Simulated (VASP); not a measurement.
# Al in VASP: single point with PBEsol

Aim: the single point of Al with PBEsol.

All numbers are computed with VASP 6.6.1; they aren't measurements. Logs are shortened: lines on timing, memory, paths and dates and some standing lists are left out, and cuts for length are marked.

### Step 1. The cell of the first run

The cell holds a sublattice, 3 atoms: a = 3.956 Å, b = 3.956 Å, c = 3.956 Å, α = 90.00°, β = 90.00°, γ = 90.00°.

### Step 2. Single point, PBEsol

File INCAR:

```
PREC     = Accurate       # precision mode
ENCUT    = 520            # plane-wave cutoff, eV
EDIFF    = 1E-6           # SCF threshold, eV
ISMEAR   = 0              # smearing method
SIGMA    = 0.1            # smearing width, eV
LREAL    = False          # projectors in reciprocal space
LASPH    = True           # aspherical terms in the spheres
NELM     = 60             # most SCF steps
ALGO     = Normal         # electronic algorithm
ISIF     = 2              # what is computed and relaxed
LWAVE    = False          # write WAVECAR
LCHARG   = False          # write CHGCAR
GGA      = PS             # functional
NBANDS   = 12             # bands
```

File KPOINTS:

```
Automatic mesh
0
Gamma
  8 8 8
```

File POSCAR:

```
Al
1.0
    3.9556712500      0.0000000000      0.0000000000
    0.0000000000      3.9556712500      0.0000000000
    0.0000000000      0.0000000000      3.9556712500
Al
3
Direct
    0.5000000000      0.5000000000      0.0000000000
    0.5000000000      0.0000000000      0.5000000000
    0.0000000000      0.5000000000      0.5000000000
```

Potentials or basis: VASP PAW PBE potentials, release 64 (Al).

Run with:

```sh
cat potpaw_PBE.64/Al/POTCAR > POTCAR
mpirun -np 1 vasp_std > vasp.out
```

OUTCAR:

```text
PREC = Accurate
   ENCUT = 520
   EDIFF = 1E-6
   ISMEAR = 0
   LREAL = False
   LASPH = True
   NELM = 60
   ISIF = 2
   GGA = PS

 ion  position               nearest neighbor table
   1  0.500  0.500  0.000-   2 2.80   3 2.80   2 2.80   3 2.80   2 2.80   2 2.80   3 2.80   3 2.80

   2  0.500  0.000  0.500-   1 2.80   3 2.80   1 2.80   1 2.80   3 2.80   1 2.80   3 2.80   3 2.80

   3  0.000  0.500  0.500-   1 2.80   2 2.80   1 2.80   2 2.80   1 2.80   2 2.80   1 2.80   2 2.80

  LATTYP: Found a simple cubic cell.
 ALAT       =     3.9556712500

  Lattice vectors:

 A1 = (   3.9556712500,   0.0000000000,   0.0000000000)
 A2 = (   0.0000000000,   3.9556712500,   0.0000000000)
 A3 = (   0.0000000000,   0.0000000000,   3.9556712500)

Analysis of symmetry for initial positions (statically):
=====================================================================
 Subroutine PRICEL returns:
 Original cell was already a primitive cell.

 Routine SETGRP: Setting up the symmetry group for a
 simple cubic supercell.

 Subroutine GETGRP returns: Found 48 space group operations
[... 9 lines left out ...]

 Routine SETGRP: Setting up the symmetry group for a
 simple cubic supercell.

 Subroutine GETGRP returns: Found 48 space group operations
[... 11 lines left out ...]
                                     Primitive cell

  volume of cell :      61.8957

  direct lattice vectors                    reciprocal lattice vectors
     3.955671250  0.000000000  0.000000000     0.252801595  0.000000000  0.000000000
     0.000000000  3.955671250  0.000000000     0.000000000  0.252801595  0.000000000
     0.000000000  0.000000000  3.955671250     0.000000000  0.000000000  0.252801595

  length of vectors
     3.955671250  3.955671250  3.955671250     0.252801595  0.252801595  0.252801595

  position of ions in fractional coordinates (direct lattice)
     0.500000000  0.500000000  0.000000000
     0.500000000  0.000000000  0.500000000
     0.000000000  0.500000000  0.500000000

  ion indices of the primitive-cell ions
   primitive index   ion index
                 1           1
                 2           2
                 3           3

----------------------------------------------------------------------------------------

 KPOINTS: Automatic mesh

Automatic generation of k-mesh.
 Grid dimensions read from file:
 generate k-points for:    8    8    8

 Generating k-lattice:

  Cartesian coordinates                     Fractional coordinates (reciprocal lattice)
     0.031600199  0.000000000  0.000000000     0.125000000  0.000000000  0.000000000
     0.000000000  0.031600199  0.000000000     0.000000000  0.125000000  0.000000000
     0.000000000  0.000000000  0.031600199     0.000000000  0.000000000  0.125000000

  Length of vectors
     0.031600199  0.031600199  0.031600199

  Shift w.r.t. Gamma in fractional coordinates (k-lattice)
     0.000000000  0.000000000  0.000000000

 Subroutine IBZKPT returns following result:
 ===========================================

 Found     35 irreducible k-points:

 Following reciprocal coordinates:
            Coordinates               Weight
  0.000000  0.000000  0.000000      1.000000
  0.125000  0.000000  0.000000      6.000000
  0.250000  0.000000  0.000000      6.000000
  0.375000  0.000000  0.000000      6.000000
  0.500000  0.000000  0.000000      3.000000
  0.125000  0.125000  0.000000     12.000000
[... 16 lines left out ...]
  0.375000  0.375000  0.125000     24.000000
  0.500000  0.375000  0.125000     24.000000
 [... further k-points ...]
   k-points           NKPTS =     35   k-points in BZ     NKDIM =     35   number of bands    NBANDS=     12
   number of dos      NEDOS =    301   number of ions     NIONS =      3
   total plane-waves  NPLWV =  27000
   dimension x,y,z NGX =    30 NGY =   30 NGZ =   30
   dimension x,y,z NGXF=    60 NGYF=   60 NGZF=   60
   ions per type =               3
   NGX,Y,Z   is equivalent  to a cutoff of  12.61, 12.61, 12.61 a.u.
   NGXF,Y,Z  is equivalent  to a cutoff of  25.22, 25.22, 25.22 a.u.
 SYSTEM =  unknown system
   PREC   = accura    normal or accurate (medium, high low for compatibility)
   ISTART =      0    job   : 0-new  1-cont  2-samecut
   ICHARG =      2    charge: 1-file 2-atom 10-const
   ISPIN  =      1    spin polarized calculation?
   LNONCOLLINEAR =      F non collinear calculations
   LSORBIT =      F    spin-orbit coupling
   LASPH  =      T    aspherical Exc in radial PAW
   ENCUT  =  520.0 eV  38.22 Ry    6.18 a.u.   7.35  7.35  7.35*2*pi/ulx,y,z
   NELM   =     60;   NELMIN=  2; NELMDL= -5     # of ELM steps
   EDIFF  = 0.1E-05   stopping-criterion for ELM
   LREAL  =      F    real-space projection
   EDIFFG = 0.1E-04   stopping-criterion for IOM
   NSW    =      0    number of steps for IOM
   IBRION =     -1    ionic relax: 0-MD 1-quasi-New 2-CG
   NFREE  =      0    steps in history (QN), initial steepest desc. (CG)
   ISIF   =      2    stress and relaxation
   ISYM   =      2    0-nonsym 1-usesym 2-fastsym
   POTIM  = 0.5000    time-step for ionic-motion
   TEBEG  =    0.0;   TEEND  =   0.0 temperature during run
   PSTRESS=    0.0 pullay stress
   NELECT =       9.0000    total number of electrons
   NUPDOWN=      -1.0000    fix difference up-down
   EMIN   =  10.00;   EMAX   =-10.00  energy-range for DOS
   EFERMI =   0.00;   METHOD = LEGACY
   ISMEAR =     0;   SIGMA  =   0.10  broadening in eV -4-tet -1-fermi 0-gaus
   EFERMI_NEDOS =   21; number of points for ismear=-14 and -15
   IALGO  =     38    algorithm
   IMIX   =      4    mixing-type and parameters
     AMIX     =   0.40;   BMIX     =  1.00
     AMIX_MAG =   1.60;   BMIX_MAG =  1.00
  volume/ion in A,a.u.               =      20.63       139.23
  Fermi-wavevector in a.u.,A,eV,Ry     =   0.860866  1.626801 10.083142  0.741090
  Thomas-Fermi vector in A             =   1.978434
   LORBIT       =      0    0 simple, 1 ext, 2 COOP (PROOUT), +10 PAW based schemes
   GGA     = PS    functional components
   LHFCALC =     F    Hartree Fock is set to
   AEXX    =    0.0000 exact exchange contribution
   IVDW    =     0    specifies the selected vdW correction
   LEPSILON=     F    determine dielectric tensor
   LRPA    =     F    only Hartree local field effects (RPA)
 non-spin polarized calculation
 Gauss-broadening in eV      SIGMA  =   0.10
  energy-cutoff  :      520.00
  volume of cell :       61.90
 maximum number of plane-waves:      1743
 NGX is ok and might be reduce to    30
   NGX = 15   NGY = 15   NGZ = 15

 number of electron       9.0000000 magnetization

 Free energy of the ion-electron system (eV)
  ---------------------------------------------------
  ext. energy  EPLUGINS =         0.00000000
  ---------------------------------------------------
  free energy    TOTEN  =       -11.53263362 eV

  energy without entropy =      -11.52656953  energy(sigma->0) =      -11.52960157

 E-fermi :   5.3279     XC(G=0):  -9.3279

 val. band max:        5.2801734832   @ k =   0.5000   0.3750   0.2500
 cond. band min:       5.3932376392   @ k =   0.3750   0.1250   0.0000
 fundamental gap:      0.1130641559
 Fermi energy:         5.3279274367

 k-point     1 :       0.0000    0.0000    0.0000
  band No.  band energies     occupation
      1      -4.2845      2.00000
      2       4.2642      2.00000
      3       4.2642      2.00000
      4       4.2642      2.00000
      5       5.4580      0.06590
      6       5.4580      0.06590
      7       6.9960      0.00000
      8      12.5217      0.00000
      9      12.5217      0.00000
     10      12.5217      0.00000
     11      12.7565      0.00000
     12      12.7565      0.00000

 k-point     2 :       0.1250    0.0000    0.0000
  band No.  band energies     occupation
      1      -4.1454      2.00000
      2       2.8259      2.00000
      3       4.3860      2.00000
      4       4.3860      2.00000
      5       5.6020      0.00011
      6       6.3366      0.00000
      7       7.9275      0.00000
      8      10.9923      0.00000
      9      10.9923      0.00000
     10      11.7436      0.00000
     11      12.8729      0.00000
     12      13.5875      0.00000

 k-point     3 :       0.2500    0.0000    0.0000
  band No.  band energies     occupation
      1      -3.7359      2.00000
      2       1.0964      2.00000
      3       4.7410      2.00000
      4       4.7410      2.00000
      5       6.0315      0.00000
      6       6.8305      0.00000
      7       9.3896      0.00000
      8       9.3896      0.00000
      9      10.2477      0.00000
     10      10.3230      0.00000
     11      12.5439      0.00000
     12      13.2007      0.00000
[... 286 lines left out ...]
 k-point    23 :       0.3750    0.3750    0.1250
  band No.  band energies     occupation
      1      -1.7706      2.00000
      2       0.7391      2.00000
      3       1.0156      2.00000
      4       3.6961      2.00000
      5       5.0504      1.99991
      6       7.4120      0.00000
      7       7.9032      0.00000
      8       9.8541      0.00000
      9      11.3566      0.00000
     10      11.9415      0.00000
     11      12.5412      0.00000
     12      13.7423      0.00000

 k-point    24 :       0.5000    0.3750    0.1250
  band No.  band energies     occupation
      1      -1.2496      2.00000
      2       0.0731      2.00000
      3       1.2983      2.00000
      4       3.0349      2.00000
      5       5.4792      0.03245
      6       6.9281      0.00000
      7       7.9290      0.00000
      8      10.3325      0.00000
      9      10.8347      0.00000
     10      11.5308      0.00000
     11      12.5857      0.00000
     12      14.3368      0.00000

 [... further k-points ...]
[... 5 lines left out ...]
  --------------------------------------------------------------------------------------
  -------------------------------------------------------------------------------------
  Total       -1.2084965     -1.2084965     -1.2084965      0.0000000      0.0000000     -0.0000000
  in kB      -31.2820654    -31.2820654    -31.2820654      0.0000000      0.0000000     -0.0000000
  external PRESSURE =     -31.2820654 kB  Pullay stress =       0.0000000 kB

 VOLUME and BASIS-vectors are now :
 -----------------------------------------------------------------------------
  energy-cutoff  :      520.00
  volume of cell :       61.90
      direct lattice vectors                 reciprocal lattice vectors
     3.955671250  0.000000000  0.000000000     0.252801595  0.000000000  0.000000000
     0.000000000  3.955671250  0.000000000     0.000000000  0.252801595  0.000000000
     0.000000000  0.000000000  3.955671250     0.000000000  0.000000000  0.252801595

 POSITION                                       TOTAL-FORCE (eV/Angst)
 -----------------------------------------------------------------------------------
      1.97784      1.97784      0.00000         0.000000      0.000000      0.000000
      1.97784      0.00000      1.97784         0.000000      0.000000      0.000000
      0.00000      1.97784      1.97784         0.000000      0.000000      0.000000
 -----------------------------------------------------------------------------------
    total drift:                                0.000000      0.000000     -0.000000

  FREE ENERGIE OF THE ION-ELECTRON SYSTEM (eV)
  ---------------------------------------------------
  free  energy   TOTEN  =       -11.5326336151 eV

  energy  without entropy=      -11.5265695263  energy(sigma->0) =      -11.52960157
```

Run time: 12 s. Hardware: 1 thread of AMD EPYC 7R43 (Zen 3), shared host; peak memory 0.13 GiB.

Results:

```yaml
Free_energy: -11.5326 eV
Pressure: -3.1 GPa
```

Caveat: the PAW data sets were made with another functional, which shifts forces and pressure a little.
